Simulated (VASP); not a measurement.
# Rb (Fd-3m) in VASP: relaxation of cell and atoms with PBEsol

Aim: the relaxation of cell and atoms of Rb with PBEsol.

Program: VASP 6.6.1. These are calculated values, not measurements. Logs are shortened: lines on timing, memory, paths and dates and some standing lists are left out, and cuts for length are marked.

## 1. The cell of the first run

The structure is cubic, space group Fd-3m (No. 227). Conventional cell: a = 10.153 Å, b = 10.153 Å, c = 10.153 Å, α = 90.00°, β = 90.00°, γ = 90.00°. Within 5.8 Å of Rb (site symmetry -43m) lie 4 Rb at 4.40 Å.

This isn't the form of Rb at room conditions, which is bcc.

## 2. Relaxation of cell and atoms, PBEsol

Input file INCAR:

```
PREC = Accurate
ENCUT = 600
EDIFF = 1E-6
ISMEAR = 0
SIGMA = 0.1
LREAL = F
LASPH = T
NELM = 100
ALGO = Fast
ISIF = 3
LWAVE = F
LCHARG = F
GGA = PS
IBRION = 2
NSW = 100
EDIFFG = -0.01
```

Input file KPOINTS:

```
regular mesh
0
Gamma
  10 10 10
```

Input file POSCAR:

```
Rb
1.0
    0.0000000000      5.0767381793      5.0767381793
    5.0767381793      0.0000000000      5.0767381793
    5.0767381793      5.0767381793      0.0000000000
Rb
2
Direct
    0.5000000000      0.5000000000      0.5000000000
    0.7500000000      0.7500000000      0.7500000000
```

Potentials or basis: VASP PAW PBE potentials, release 64 (Rb_sv).

Started as:

```bash
$ cat potpaw_PBE.64/Rb_sv/POTCAR > POTCAR
$ mpirun -np 1 vasp_std > vasp.out
```

OUTCAR:

```text
PREC = Accurate
   ENCUT = 600
   EDIFF = 1E-6
   ISMEAR = 0
   LREAL = F
   LASPH = T
   NELM = 100
   ISIF = 3
   GGA = PS
   IBRION = 2
   NSW = 100
   EDIFFG = -0.01

 ion  position               nearest neighbor table
   1  0.500  0.500  0.500-   2 4.40   2 4.40   2 4.40   2 4.40
   2  0.750  0.750  0.750-   1 4.40   1 4.40   1 4.40   1 4.40

  LATTYP: Found a face centered cubic cell.
 ALAT       =    10.1534763586

  Lattice vectors:

 A1 = (   0.0000000000,   5.0767381793,   5.0767381793)
 A2 = (   5.0767381793,   0.0000000000,   5.0767381793)
 A3 = (   5.0767381793,   5.0767381793,   0.0000000000)

Analysis of symmetry for initial positions (statically):
=====================================================================
 Subroutine PRICEL returns:
 Original cell was already a primitive cell.

 Routine SETGRP: Setting up the symmetry group for a
 face centered cubic supercell.

 Subroutine GETGRP returns: Found 48 space group operations
 (whereof 24 operations were pure point group operations)
 out of a pool of 48 trial point group operations.

The static configuration has the point symmetry T_d .
 The point group associated with its full space group is O_h .

Analysis of symmetry for dynamics (positions and initial velocities):
=====================================================================
 Subroutine PRICEL returns:
 Original cell was already a primitive cell.

 Routine SETGRP: Setting up the symmetry group for a
 face centered cubic supercell.

 Subroutine GETGRP returns: Found 48 space group operations
 (whereof 24 operations were pure point group operations)
 out of a pool of 48 trial point group operations.

The dynamic configuration has the point symmetry T_d .
 The point group associated with its full space group is O_h .

 Subroutine INISYM returns: Found 48 space group operations
 (whereof 24 operations are pure point group operations),
 and found     1 'primitive' translations

----------------------------------------------------------------------------------------

                                     Primitive cell

[... 154 lines left out ...]
 -----------------------------------------------------------------------------
  energy-cutoff  :      600.00
  volume of cell :      261.69
      direct lattice vectors                 reciprocal lattice vectors
     0.000000000  5.076738179  5.076738179    -0.098488435  0.098488435  0.098488435
     5.076738179  0.000000000  5.076738179     0.098488435 -0.098488435  0.098488435
     5.076738179  5.076738179  0.000000000     0.098488435  0.098488435 -0.098488435

 POSITION                                       TOTAL-FORCE (eV/Angst)
 -----------------------------------------------------------------------------------
      5.07674      5.07674      5.07674         0.000000      0.000000      0.000000
      7.61511      7.61511      7.61511        -0.000000     -0.000000     -0.000000
 -----------------------------------------------------------------------------------
    total drift:                               -0.000000      0.000000     -0.000000

  FREE ENERGIE OF THE ION-ELECTRON SYSTEM (eV)
  ---------------------------------------------------
  free  energy   TOTEN  =        -1.4910890035 eV

  energy  without entropy=       -1.4839920099  energy(sigma->0) =       -1.48754051

--------------------------------------- Ionic step        2  -------------------------------------------

 number of electron      18.0000000 magnetization

 Free energy of the ion-electron system (eV)
  ---------------------------------------------------
  ext. energy  EPLUGINS =         0.00000000
  ---------------------------------------------------
  free energy    TOTEN  =        -1.49109289 eV

  energy without entropy =       -1.48400748  energy(sigma->0) =       -1.48755019

 E-fermi :  -0.6332     XC(G=0):  -4.6162

 val. band max:       -0.6383226588   @ k =   0.5000   0.5000   0.0000
 cond. band min:      -0.6304585452   @ k =  -0.4000   0.4000   0.0000
 fundamental gap:      0.0078641135
 Fermi energy:        -0.6331726893

 k-point     1 :       0.0000    0.0000    0.0000
  band No.  band energies     occupation
      1     -29.9423      2.00000
      2     -29.9259      2.00000
      3     -14.0701      2.00000
      4     -14.0701      2.00000
      5     -14.0701      2.00000
      6     -13.9763      2.00000
      7     -13.9763      2.00000
      8     -13.9763      2.00000
      9      -2.2394      2.00000
     10       1.4094      0.00000
     11       1.4094      0.00000
     12       1.4097      0.00000
     13       1.5893      0.00000
[... 354 lines left out ...]
  band No.  band energies     occupation
      1     -29.9378      2.00000
      2     -29.9305      2.00000
      3     -14.0866      2.00000
      4     -14.0859      2.00000
      5     -14.0459      2.00000
      6     -14.0026      2.00000
      7     -13.9607      2.00000
      8     -13.9601      2.00000
      9      -1.3999      2.00000
     10       0.2864      0.00000
     11       0.3797      0.00000
     12       0.6228      0.00000
     13       1.0560      0.00000

 [... further k-points ...]

------------------------ aborting loop because EDIFF is reached ----------------------------------------

  FORCE on cell =-STRESS in cart. coord.  units (eV):
  Direction    XX          YY          ZZ          XY          YZ          ZX
  --------------------------------------------------------------------------------------
  -------------------------------------------------------------------------------------
  Total       -0.0016494     -0.0016494     -0.0016494      0.0000000     -0.0000000      0.0000000
  in kB       -0.0100743     -0.0100743     -0.0100743      0.0000000     -0.0000000      0.0000000
  external PRESSURE =      -0.0100743 kB  Pullay stress =       0.0000000 kB

 VOLUME and BASIS-vectors are now :
 -----------------------------------------------------------------------------
  energy-cutoff  :      600.00
  volume of cell :      262.31
      direct lattice vectors                 reciprocal lattice vectors
     0.000000000  5.080772861  5.080772861    -0.098410225  0.098410225  0.098410225
     5.080772861  0.000000000  5.080772861     0.098410225 -0.098410225  0.098410225
     5.080772861  5.080772861  0.000000000     0.098410225  0.098410225 -0.098410225

 POSITION                                       TOTAL-FORCE (eV/Angst)
 -----------------------------------------------------------------------------------
      5.08077      5.08077      5.08077        -0.000000     -0.000000     -0.000000
      7.62116      7.62116      7.62116         0.000000      0.000000      0.000000
 -----------------------------------------------------------------------------------
    total drift:                               -0.000000     -0.000000     -0.000000

  FREE ENERGIE OF THE ION-ELECTRON SYSTEM (eV)
  ---------------------------------------------------
  free  energy   TOTEN  =        -1.4910928916 eV

  energy  without entropy=       -1.4840074842  energy(sigma->0) =       -1.48755019

 reached required accuracy - stopping structural energy minimisation
```

OSZICAR:

```text
N       E                     dE             d eps       ncg     rms          rms(c)
DAV:   1     0.140587298704E+03    0.14059E+03   -0.68213E+03  1238   0.110E+03
DAV:   2     0.161141669588E+02   -0.12447E+03   -0.12093E+03  1903   0.201E+02
DAV:   3    -0.731779872937E+00   -0.16846E+02   -0.16475E+02  1497   0.800E+01
[... 19 lines left out ...]
RMM:   2    -0.149124191436E+01    0.48612E-03   -0.92648E-04  1278   0.241E-01    0.556E-02
RMM:   3    -0.149108731689E+01    0.15460E-03   -0.75702E-04  1322   0.184E-01    0.103E-02
RMM:   4    -0.149109151952E+01   -0.42026E-05   -0.47439E-05  1344   0.434E-02    0.168E-03
RMM:   5    -0.149109299531E+01   -0.14758E-05   -0.19627E-05  1300   0.189E-02    0.217E-03
RMM:   6    -0.149109289156E+01    0.10375E-06   -0.62402E-06  1110   0.135E-02
   2 F= -.14910929E+01 E0= -.14875502E+01  d E =-.388808E-05
```

It took 8.5 min on 1 thread of Intel Xeon 8259CL, shared host; peak memory 0.59 GiB.

What came out:

- Free energy: -1.4911 eV
- Relaxed volume: 131.16 Å³/atom
- Relaxed cell: a = 7.185 Å, b = 7.185 Å, c = 7.185 Å, α = 60.00°, β = 60.00°, γ = 60.00°
- Space group after relaxing (to 0.1 Å): Fd-3m (No. 227)
- Energy gained by relaxing: 0.0 meV/atom
- Ionic steps: 2
- Pressure after relaxing: 0.0 GPa
- Band gap on the k mesh: zero (bands 9 and 10 overlap by 0.19 eV)

Final structure:
```
Rb
1.0
     0.00000    5.08077    5.08077
     5.08077    0.00000    5.08077
     5.08077    5.08077    0.00000
Rb
2
Direct
  0.50000 0.50000 0.50000
  0.75000 0.75000 0.75000
```

Caveat: the PAW data sets were made with another functional, which shifts forces and pressure a little.
